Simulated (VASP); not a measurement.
**Cl: relaxation of cell and atoms with LDA**

Crystal: Cl.

```
Cl
1.0
     0.00000    1.94500    1.94500
     1.94500    0.00000    1.94500
     1.94500    1.94500    0.00000
Cl
1
Direct
  0.00000 0.00000 0.00000
```

```yaml
Program: VASP 6.6.1
Task: relaxation of cell and atoms
Functional: LDA
Potentials_or_basis: VASP PAW LDA potentials, release 64 (Cl)
Cutoff: 500 eV
k_mesh: 16 × 16 × 16
Occupations: fermi-dirac, width 0.1 eV
Spin: no spin polarisation
Target_pressure: 19 GPa
Dipole_correction: no
Further_INCAR_settings: ALGO = Normal; EDIFF = 1e-07; IBRION = 2; EDIFFG = -0.005; NSW = 60; ISIF = 3
```

```yaml
Relaxed_volume: 14.70 Å³/atom
Relaxed_cell: a = 2.750 Å, b = 2.750 Å, c = 2.750 Å, α = 60.00°, β = 60.00°, γ = 60.00°
Space_group_after_relaxing_to_0.1_Å: Fm-3m (No. 225)
Energy_change_on_relaxing_the_run_minimises_the_enthalpy: +1.6 meV/atom
Ionic_steps: 2
Pressure_after_relaxing: 19.0 GPa
Band_gap_on_the_k_mesh: zero (an odd number of electrons rules out a gap without spin polarisation)
```

Step by step:
```csv
step,energy change (eV),largest force (eV/Å),pressure (GPa),volume (Å³)
1,0.0000,0.0000,18.93,14.72
2,0.0016,0.0000,19.05,14.70
```

Final structure:
```
CELL_PARAMETERS angstrom
0.00000 1.94441 1.94441
1.94441 0.00000 1.94441
1.94441 1.94441 0.00000
ATOMIC_POSITIONS crystal
Cl 0.00000 0.00000 0.00000
```

Levels at points of the mesh, in eV from the Fermi level:
```
           k point  band 2  band 3  band 4  band 5  band 6  band 7
(0.00, 0.00, 0.00)    1.55    1.55    1.55   13.15   13.74   13.74
(0.50, 0.00, 0.00)   -7.78    0.47    0.47    9.97   12.94   12.94
(0.50, 0.50, 0.00)   -6.87   -1.83   -1.83    6.31    7.32   23.70
```

Wall time 12 s on 1 thread of Intel Xeon 8259CL, with other jobs on the host, peak memory 0.12 GiB.

Caveat: the cell is relaxed towards a set pressure, so the run minimises the enthalpy, not the energy; an odd number of electrons without spin polarisation forces a metal; a magnetic or distorted state may lie lower.
